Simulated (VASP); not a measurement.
# Sc (R-3m) in VASP: further runs

The runs below take Sc through single point, with LDA.

All numbers are computed with VASP 6.6.1; they aren't measurements. Logs are shortened: lines on timing, memory, paths and dates and some standing lists are left out, and cuts for length are marked.

### Step 1. The cell of the first run

It takes space group R-3m (No. 166, trigonal). The conventional cell has a = 4.439 Å, b = 4.439 Å, c = 10.872 Å, α = 90.00°, β = 90.00°, γ = 120.00°. Sc (site symmetry 3m) has 1 Sc at 1.74 Å within 2.3 Å.

### Step 2. Single point, LDA (shortest bond scaled by 0.64)

Input file INCAR:

```
SYSTEM = Sc
PREC     = Accurate       ! precision mode
ENCUT    = 520            ! plane-wave cutoff, eV
EDIFF    = 1E-7           ! SCF threshold, eV
ISMEAR   = -1             ! smearing method
SIGMA    = 0.05           ! smearing width, eV
LREAL    = .FALSE.        ! projectors in reciprocal space
LASPH    = .TRUE.         ! aspherical terms in the spheres
NELM     = 80             ! most SCF steps
ALGO     = Normal         ! electronic algorithm
ISIF     = 2              ! what is computed and relaxed
LWAVE    = .FALSE.        ! write WAVECAR
LCHARG   = .TRUE.         ! write CHGCAR
GGA      = CA             ! functional
LELF     = .TRUE.         ! ELF
LVHAR    = .TRUE.       
NBANDS   = 18             ! bands
```

Input file KPOINTS:

```
regular mesh
0
G
  8 8 8
  0 0 0
```

Input file POSCAR:

```
Sc
1.0
    0.0000000000      3.1385914680      3.1385914680
    3.1385914680      0.0000000000      3.1385914680
    3.1385914680      3.1385914680      0.0000000000
Sc
2
Direct
   -0.2600000000     -0.0800000000     -0.0800000000
    0.2600000000      0.0800000000      0.0800000000
```

Potentials or basis: VASP PAW LDA potentials, release 64 (Sc_sv).

Command:

```console
> cat potpaw_LDA.64/Sc_sv/POTCAR > POTCAR
> mpirun -np 1 vasp_std > vasp.out
```

OUTCAR:

```text
SYSTEM = Sc
   PREC = Accurate
   ENCUT = 520
   EDIFF = 1E-7
   ISMEAR = -1
   LREAL = .FALSE.
   LASPH = .TRUE.
   NELM = 80
   ISIF = 2
   GGA = CA

 ion  position               nearest neighbor table
   1  0.740  0.920  0.920-   2 1.74   2 3.18   2 3.18   2 3.18
   2  0.260  0.080  0.080-   1 1.74   1 3.18   1 3.18   1 3.18

  LATTYP: Found a face centered cubic cell.
 ALAT       =     6.2771829360

  Lattice vectors:

 A1 = (   0.0000000000,   3.1385914680,   3.1385914680)
 A2 = (   3.1385914680,   0.0000000000,   3.1385914680)
 A3 = (   3.1385914680,   3.1385914680,   0.0000000000)

Analysis of symmetry for initial positions (statically):
=====================================================================
 Subroutine PRICEL returns:
 Original cell was already a primitive cell.

 Routine SETGRP: Setting up the symmetry group for a
 face centered cubic supercell.

 Subroutine GETGRP returns: Found 12 space group operations
 (whereof  4 operations were pure point group operations)
 out of a pool of 48 trial point group operations.

The static configuration has the point symmetry C_2h.
 The point group associated with its full space group is D_3d.

Analysis of symmetry for dynamics (positions and initial velocities):
=====================================================================
 Subroutine PRICEL returns:
 Original cell was already a primitive cell.

 Routine SETGRP: Setting up the symmetry group for a
 face centered cubic supercell.

 Subroutine GETGRP returns: Found 12 space group operations
 (whereof  4 operations were pure point group operations)
 out of a pool of 48 trial point group operations.

The dynamic configuration has the point symmetry C_2h.
 The point group associated with its full space group is D_3d.

 Subroutine INISYM returns: Found 12 space group operations
 (whereof  4 operations are pure point group operations),
 and found     1 'primitive' translations

----------------------------------------------------------------------------------------

                                     Primitive cell

  volume of cell :      61.8350

  direct lattice vectors                    reciprocal lattice vectors
     0.000000000  3.138591468  3.138591468    -0.159307130  0.159307130  0.159307130
     3.138591468  0.000000000  3.138591468     0.159307130 -0.159307130  0.159307130
     3.138591468  3.138591468  0.000000000     0.159307130  0.159307130 -0.159307130

  length of vectors
     4.438638621  4.438638621  4.438638621     0.275928044  0.275928044  0.275928044

  position of ions in fractional coordinates (direct lattice)
     0.740000000  0.920000000  0.920000000
     0.260000000  0.080000000  0.080000000

  ion indices of the primitive-cell ions
   primitive index   ion index
                 1           1
                 2           2

----------------------------------------------------------------------------------------

 KPOINTS: regular mesh

Automatic generation of k-mesh.
 Grid dimensions read from file:
 generate k-points for:    8    8    8

 Generating k-lattice:

  Cartesian coordinates                     Fractional coordinates (reciprocal lattice)
    -0.019913391  0.019913391  0.019913391     0.125000000  0.000000000  0.000000000
     0.019913391 -0.019913391  0.019913391     0.000000000  0.125000000  0.000000000
     0.019913391  0.019913391 -0.019913391     0.000000000  0.000000000  0.125000000

  Length of vectors
     0.034491005  0.034491005  0.034491005

  Shift w.r.t. Gamma in fractional coordinates (k-lattice)
     0.000000000  0.000000000  0.000000000

 Subroutine IBZKPT returns following result:
 ===========================================

 Found     65 irreducible k-points:

 Following reciprocal coordinates:
            Coordinates               Weight
  0.000000  0.000000  0.000000      1.000000
  0.125000  0.000000  0.000000      2.000000
  0.000000  0.125000  0.000000      6.000000
  0.250000  0.000000  0.000000      2.000000
  0.000000  0.250000  0.000000      6.000000
  0.375000  0.000000  0.000000      2.000000
[... 16 lines left out ...]
 -0.250000  0.125000  0.000000      6.000000
  0.000000 -0.250000  0.125000     12.000000
 [... further k-points ...]
   k-points           NKPTS =     65   k-points in BZ     NKDIM =     65   number of bands    NBANDS=     18
   number of dos      NEDOS =    301   number of ions     NIONS =      2
   total plane-waves  NPLWV =  46656
   dimension x,y,z NGX =    36 NGY =   36 NGZ =   36
   dimension x,y,z NGXF=    72 NGYF=   72 NGZF=   72
   ions per type =               2
   NGX,Y,Z   is equivalent  to a cutoff of  13.48, 13.48, 13.48 a.u.
   NGXF,Y,Z  is equivalent  to a cutoff of  26.97, 26.97, 26.97 a.u.
 SYSTEM =  Sc
   PREC   = accura    normal or accurate (medium, high low for compatibility)
   ISTART =      0    job   : 0-new  1-cont  2-samecut
   ICHARG =      2    charge: 1-file 2-atom 10-const
   ISPIN  =      1    spin polarized calculation?
   LNONCOLLINEAR =      F non collinear calculations
   LSORBIT =      F    spin-orbit coupling
   LASPH  =      T    aspherical Exc in radial PAW
   ENCUT  =  520.0 eV  38.22 Ry    6.18 a.u.   8.25  8.25  8.25*2*pi/ulx,y,z
   NELM   =     80;   NELMIN=  2; NELMDL= -5     # of ELM steps
   EDIFF  = 0.1E-06   stopping-criterion for ELM
   LREAL  =      F    real-space projection
   EDIFFG = 0.1E-05   stopping-criterion for IOM
   NSW    =      0    number of steps for IOM
   IBRION =     -1    ionic relax: 0-MD 1-quasi-New 2-CG
   NFREE  =      0    steps in history (QN), initial steepest desc. (CG)
   ISIF   =      2    stress and relaxation
   ISYM   =      2    0-nonsym 1-usesym 2-fastsym
   POTIM  = 0.5000    time-step for ionic-motion
   TEBEG  =    0.0;   TEEND  =   0.0 temperature during run
   PSTRESS=    0.0 pullay stress
   NELECT =      22.0000    total number of electrons
   NUPDOWN=      -1.0000    fix difference up-down
   EMIN   =  10.00;   EMAX   =-10.00  energy-range for DOS
   EFERMI =   0.00;   METHOD = LEGACY
   ISMEAR =    -1;   SIGMA  =   0.05  broadening in eV -4-tet -1-fermi 0-gaus
   EFERMI_NEDOS =   21; number of points for ismear=-14 and -15
   IALGO  =     38    algorithm
   IMIX   =      4    mixing-type and parameters
     AMIX     =   0.40;   BMIX     =  1.00
     AMIX_MAG =   1.60;   BMIX_MAG =  1.00
  volume/ion in A,a.u.               =      30.92       208.64
  Fermi-wavevector in a.u.,A,eV,Ry     =   1.160035  2.192147 18.309091  1.345680
  Thomas-Fermi vector in A             =   2.296621
   LORBIT       =      0    0 simple, 1 ext, 2 COOP (PROOUT), +10 PAW based schemes
   GGA     = CA    functional components
   LHFCALC =     F    Hartree Fock is set to
   AEXX    =    0.0000 exact exchange contribution
   IVDW    =     0    specifies the selected vdW correction
   LEPSILON=     F    determine dielectric tensor
   LRPA    =     F    only Hartree local field effects (RPA)
 non-spin polarized calculation
  energy-cutoff  :      520.00
  volume of cell :       61.83
 maximum number of plane-waves:      1687
 NGX is ok and might be reduce to    36
   NGX = 17   NGY = 17   NGZ = 17

 number of electron      22.0000002 magnetization

 Free energy of the ion-electron system (eV)
  ---------------------------------------------------
  ext. energy  EPLUGINS =         0.00000000
  ---------------------------------------------------
  free energy    TOTEN  =        -6.47950595 eV

  energy without entropy =       -6.43543969  energy(sigma->0) =       -6.45747282

 E-fermi :   1.5569     XC(G=0):  -8.7278

 val. band max:        1.5424861308   @ k =   0.0000  -0.2500   0.2500
 cond. band min:       1.5630799888   @ k =   0.0000  -0.3750   0.1250
 fundamental gap:      0.0205938579
 Fermi energy:         1.5568981584

 k-point     1 :       0.0000    0.0000    0.0000
  band No.  band energies     occupation
      1     -48.1569      2.00000
      2     -44.8320      2.00000
      3     -28.8694      2.00000
      4     -26.1344      2.00000
      5     -26.1344      2.00000
      6     -24.4675      2.00000
[... 10 lines left out ...]
     17       5.2956      0.00000
     18       6.7454      0.00000

 k-point     2 :       0.1250    0.0000    0.0000
  band No.  band energies     occupation
      1     -48.1526      2.00000
      2     -44.8394      2.00000
      3     -28.8503      2.00000
      4     -26.1483      2.00000
      5     -26.1483      2.00000
      6     -24.4496      2.00000
[... 10 lines left out ...]
     17       5.7830      0.00000
     18       7.1543      0.00000

 k-point     3 :       0.0000    0.1250    0.0000
  band No.  band energies     occupation
      1     -48.1554      2.00000
      2     -44.8344      2.00000
      3     -28.8631      2.00000
      4     -26.1476      2.00000
      5     -26.1331      2.00000
      6     -24.4702      2.00000
[... 10 lines left out ...]
     17       5.5315      0.00000
     18       6.6323      0.00000

 k-point     4 :       0.2500    0.0000    0.0000
  band No.  band energies     occupation
      1     -48.1423      2.00000
      2     -44.8574      2.00000
      3     -28.8040      2.00000
      4     -26.1807      2.00000
      5     -26.1807      2.00000
      6     -24.4075      2.00000
[... 375 lines left out ...]
      4     -26.2225      2.00000
      5     -26.1407      2.00000
      6     -24.4654      2.00000
[... 10 lines left out ...]
     17       4.9550      0.00000
     18       6.7358      0.00000

 k-point    23 :      -0.2500    0.1250    0.0000
  band No.  band energies     occupation
      1     -48.1387      2.00000
      2     -44.8634      2.00000
      3     -28.7884      2.00000
      4     -26.2080      2.00000
      5     -26.1768      2.00000
      6     -24.4136      2.00000
[... 10 lines left out ...]
     17       6.0306      0.00000
     18       7.6606      0.00000

 k-point    24 :       0.0000   -0.2500    0.1250
  band No.  band energies     occupation
      1     -48.1501      2.00000
      2     -44.8427      2.00000
      3     -28.8416      2.00000
      4     -26.1831      2.00000
      5     -26.1389      2.00000
      6     -24.4687      2.00000
[... 10 lines left out ...]
     17       5.6570      0.00000
     18       6.1782      0.00000

 [... further k-points ...]
[... 5 lines left out ...]
  --------------------------------------------------------------------------------------
  -------------------------------------------------------------------------------------
  Total        6.8933074      6.8933074      6.8933074    -10.2546933     10.2546933    -10.2546933
  in kB      178.6092159    178.6092159    178.6092159   -265.7044888    265.7044888   -265.7044888
  external PRESSURE =     178.6092159 kB  Pullay stress =       0.0000000 kB

 VOLUME and BASIS-vectors are now :
 -----------------------------------------------------------------------------
  energy-cutoff  :      520.00
  volume of cell :       61.83
      direct lattice vectors                 reciprocal lattice vectors
     0.000000000  3.138591468  3.138591468    -0.159307130  0.159307130  0.159307130
     3.138591468  0.000000000  3.138591468     0.159307130 -0.159307130  0.159307130
     3.138591468  3.138591468  0.000000000     0.159307130  0.159307130 -0.159307130

 POSITION                                       TOTAL-FORCE (eV/Angst)
 -----------------------------------------------------------------------------------
      5.77501      5.21006      5.21006        -9.703761      9.703761      9.703761
      0.50217      1.06712      1.06712         9.703761     -9.703761     -9.703761
 -----------------------------------------------------------------------------------
    total drift:                               -0.000000     -0.000000      0.000000

  FREE ENERGIE OF THE ION-ELECTRON SYSTEM (eV)
  ---------------------------------------------------
  free  energy   TOTEN  =        -6.4795059542 eV

  energy  without entropy=       -6.4354396934  energy(sigma->0) =       -6.45747282
```

Run time: 1.7 min. Hardware: 1 thread of Intel Xeon 8259CL, shared host; peak memory 0.2 GiB.

Results:

- Free energy: -6.4795 eV
- Pressure: 17.9 GPa
- Largest force: 16.807 eV/Å
- Band gap on the k mesh: zero (band 11 reaches 1.78 eV, above the bottom of band 12 at 1.14 eV)

Forces in eV/Å, atoms in the order of the input:
```
Sc  -9.704  9.704  9.704
Sc   9.704 -9.704 -9.704
```

Caveat: the cell differs from its parent crystal (shortest bond scaled by 0.64); forces of over 1 eV/Å act on the atoms, so gaps and moduli don't describe the material at rest.

### Step 3. Single point, LDA (shortest bond scaled by 0.58)

Input file INCAR:

```
SYSTEM = Sc
PREC = Accurate
ENCUT = 520
EDIFF = 1E-6
ISMEAR = -1
SIGMA = 0.05
LREAL = .FALSE.
LASPH = .TRUE.
NELM = 80
ALGO = Normal
ISIF = 2
LWAVE = .FALSE.
LCHARG = .FALSE.
GGA = CA
NBANDS = 18
```

KPOINTS is that of step 2.

Input file POSCAR:

```
Sc
1.0
    0.0000000000      3.1385914680      3.1385914680
    3.1385914680      0.0000000000      3.1385914680
    3.1385914680      3.1385914680      0.0000000000
Sc
2
Direct
   -0.2825000000     -0.0725000000     -0.0725000000
    0.2825000000      0.0725000000      0.0725000000
```

Potentials or basis: VASP PAW LDA potentials, release 64 (Sc_sv).

Command:

```console
> cat potpaw_LDA.64/Sc_sv/POTCAR > POTCAR
> mpirun -np 1 vasp_std > vasp.out
```

Run time: 1.7 min. Hardware: 1 thread of Intel Xeon 8259CL, shared host; peak memory 0.2 GiB.

The run converged. Its results:

```yaml
Free_energy: -2.2674 eV
Pressure: 43.1 GPa
Largest_force: 37.584 eV/Å
Band_gap_on_the_k_mesh: zero (band 11 reaches 1.71 eV, above the bottom of band 12 at 1.01 eV)
```

Forces in eV/Å, atoms in the order of the input:
```
Sc  -21.699  21.699  21.699
Sc   21.699 -21.699 -21.699
```

Stress tensor (GPa, compression positive):
```
 43.13 -51.67 -51.67
-51.67  43.13  51.67
-51.67  51.67  43.13
```

Levels at points of the mesh, in eV from the Fermi level:
```tsv
k point	band 7	band 8	band 9	band 10	band 11	band 12	band 13	band 14	band 15	band 16
(0.00, 0.00, 0.00)	-25.15	-20.82	-3.51	0.19	0.19	0.72	0.72	1.90	4.17	4.17
(0.50, 0.00, 0.00)	-25.06	-20.98	-2.33	-0.48	-0.48	-0.46	0.43	0.43	4.71	4.71
(0.00, 0.50, 0.00)	-25.09	-20.87	-1.09	-0.92	0.06	0.28	0.97	1.36	2.63	3.36
(0.50, 0.50, 0.00)	-25.05	-20.92	-1.19	-0.64	-0.24	0.44	1.06	1.27	1.78	4.40
```

Caveat: the cell differs from its parent crystal (shortest bond scaled by 0.58); forces of over 1 eV/Å act on the atoms, so gaps and moduli don't describe the material at rest.

### Step 4. Single point, LDA (shortest bond scaled by 0.58, partial waves polarizable)

Input file INCAR:

```
PREC = Accurate ; ENCUT = 520
EDIFF = 1E-7 ; ISMEAR = -1
SIGMA = 0.05 ; LREAL = False
LASPH = True ; NELM = 80
ALGO = Normal ; ISIF = 2
LWAVE = False ; LCHARG = False
NBANDS = 18
```

Input file KPOINTS:

```
Automatic mesh
0
Gamma
  8 8 8
```

POSCAR is that of step 3.

Command:

```console
> cat potpaw_LDA.64/Sc_sv/POTCAR > POTCAR
> mpirun -np 1 vasp_std > vasp.out
```

Wall time 2 min (1 thread of Intel Xeon 8259CL, shared host); peak memory 0.2 GiB.

The run converged. Its results:

| Property | Result |
| --- | --- |
| Free energy | -2.2674 eV |
| Pressure | 43.1 GPa |
| Largest force | 37.585 eV/Å |
| Band gap on the k mesh | zero (band 11 reaches 1.71 eV, above the bottom of band 12 at 1.01 eV) |

Forces on the atoms (eV/Å):
```
Sc  -21.700  21.700  21.700
Sc   21.700 -21.700 -21.700
```

Stress tensor (GPa, compression positive):
```
 43.13 -51.67 -51.67
-51.67  43.13  51.67
-51.67  51.67  43.13
```

Levels at points of the mesh, in eV from the Fermi level:
```csv
k point,band 7,band 8,band 9,band 10,band 11,band 12,band 13,band 14,band 15,band 16
"(0.00, 0.00, 0.00)",-25.15,-20.82,-3.51,0.19,0.19,0.72,0.72,1.90,4.17,4.17
"(0.50, 0.00, 0.00)",-25.06,-20.98,-2.33,-0.48,-0.48,-0.46,0.43,0.43,4.71,4.71
"(0.00, 0.50, 0.00)",-25.09,-20.87,-1.09,-0.92,0.06,0.28,0.97,1.36,2.63,3.36
"(0.50, 0.50, 0.00)",-25.05,-20.92,-1.19,-0.64,-0.24,0.44,1.06,1.27,1.78,4.40
```

Caveat: the cell differs from its parent crystal (shortest bond scaled by 0.58, partial waves polarizable); forces of over 1 eV/Å act on the atoms, so gaps and moduli don't describe the material at rest.
